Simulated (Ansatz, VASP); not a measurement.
# Ge in VASP and in Ansatz

The input POSCAR:

```
Ge
1.0
    2.6771382016      0.0000000000      0.0000000000
    0.0000000000      2.6771382016      0.0000000000
    0.0000000000      0.0000000000      2.6771382016
Ge
1
Direct
    0.0000000000      0.0000000000      0.0000000000
```

INCAR.step1

```
SYSTEM = Ge
PREC = Accurate
ENCUT = 600
ISMEAR = 0
SIGMA = 0.1
LREAL = .FALSE.
LASPH = .TRUE.
NELM = 80
GGA = PE
ALGO = Normal
EDIFF = 1E-4
LWAVE = .TRUE.
LCHARG = .FALSE.
```

File INCAR.step2:

```
SYSTEM = Ge
PREC = Accurate
ENCUT = 600
EDIFF = 1E-6
ISMEAR = 0
SIGMA = 0.1
LREAL = .FALSE.
LASPH = .TRUE.
NELM = 80
ALGO = Normal
ISIF = 3
LWAVE = .FALSE.
LCHARG = .FALSE.
METAGGA = R2SCAN
LMIXTAU = .TRUE.
IBRION = 2
NSW = 100
EDIFFG = -0.01
ISTART = 1
```

The input KPOINTS:

```
regular mesh
0
G
  20 20 20
  0 0 0
```

Input for Ansatz:

```yaml
crystal:
  lattice:
    - [2.6771382016, 0.0, 0.0]
    - [0.0, 2.6771382016, 0.0]
    - [0.0, 0.0, 2.6771382016]
  atoms:
    - { symbol: Ge, position: [0.0, 0.0, 0.0] }
basis:
  ecutwfc: 500
kpoints:
  mp_grid: { grid: [20, 20, 20] }
hamiltonian:
  xc: r2scan
scf:
  occupations: { method: gaussian, width: 0.1 }
output:
  forces: true
  stress: true
  eigenvalues: true
relax:
  adjacent_minimum: "off"
  f_tol: 0.01
  max_steps: 80
  cell: { stress_tol: 0.05 }
```

Alike in both runs: task relaxation of cell and atoms; functional r2SCAN; k mesh 20 × 20 × 20; occupations gaussian, width 0.1 eV; no spin polarisation.

|  | VASP | Ansatz |
| --- | --- | --- |
| version | VASP 6.6.1 | Ansatz 0.2.0 |
| potentials or method | VASP PAW PBE potentials, release 64 (Ge_d), cutoff 600 eV | scalar-relativistic, plane waves, PAW |
| valence electrons in the cell | 14 | 14 |

```csv
,VASP,Ansatz,Ansatz less VASP
"gap on the k mesh at the Fermi level, each at its own relaxed structure (eV)",none,none,-
relaxed volume (Å³/atom),19.20,19.25,+0.045
relaxed cell length with the largest relative difference (Å),2.678,2.680,+0.0021
```

VASP's potentials were made for PBE, not for r2SCAN. A gap of «none» marks a metal or a gap that the smearing closes.
